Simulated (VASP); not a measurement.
## Bi: single point with PBEsol

The system is Bi.

```
CELL_PARAMETERS angstrom
4.53900 0.00000 0.00000
-2.26950 3.93089 0.00000
0.00000 0.00000 11.65156
ATOMIC_POSITIONS crystal
Bi 0.33333 0.66667 0.25000
Bi 0.66667 0.33333 0.75000
```

This cell differs from its parent crystal: strain +0.000 along x and y, -0.015 along z.

- Program: VASP 6.6.1
- Task: single point
- Functional: PBEsol
- Potentials or basis: VASP PAW PBE potentials, release 64 (Bi_d)
- Cutoff: 520 eV
- k mesh: 12 × 12 × 4
- Occupations: gaussian, width 0.15 eV
- Spin: no spin polarisation

```json
{"Pressure": "-3.6 GPa", "Band gap on the k mesh": "zero (bands 15 and 16 overlap by 2.16 eV)"}
```

Stress tensor (GPa, compression positive):
```
-5.11  0.00  0.00
 0.00 -5.11  0.00
 0.00  0.00 -0.46
```

Levels at points of the mesh, in eV from the Fermi level:
```csv
k point,band 12,band 13,band 14,band 15,band 16,band 17,band 18,band 19
"(0.00, 0.00, 0.00)",-10.35,-0.87,-0.32,1.39,1.39,1.40,1.40,2.99
"(0.50, 0.00, 0.00)",-10.03,-1.42,-1.38,0.05,0.21,0.69,0.73,4.73
"(0.00, 0.00, 0.50)",-10.35,-0.63,-0.63,1.40,1.40,1.40,1.40,3.75
"(0.50, 0.00, 0.50)",-10.03,-1.40,-1.40,0.14,0.14,0.71,0.71,4.64
```

It took 2.7 min on 1 thread of AMD EPYC 9R45 96-Core Processor (Zen 5), on a shared host, peak memory 0.42 GiB.

Caveat: the cell differs from its parent crystal (strain +0.000 along x and y, -0.015 along z); the cell stands under tension; the PAW data sets were made with another functional, which shifts forces and pressure a little; spin-orbit coupling is left out, which moves the levels of the heavy elements.
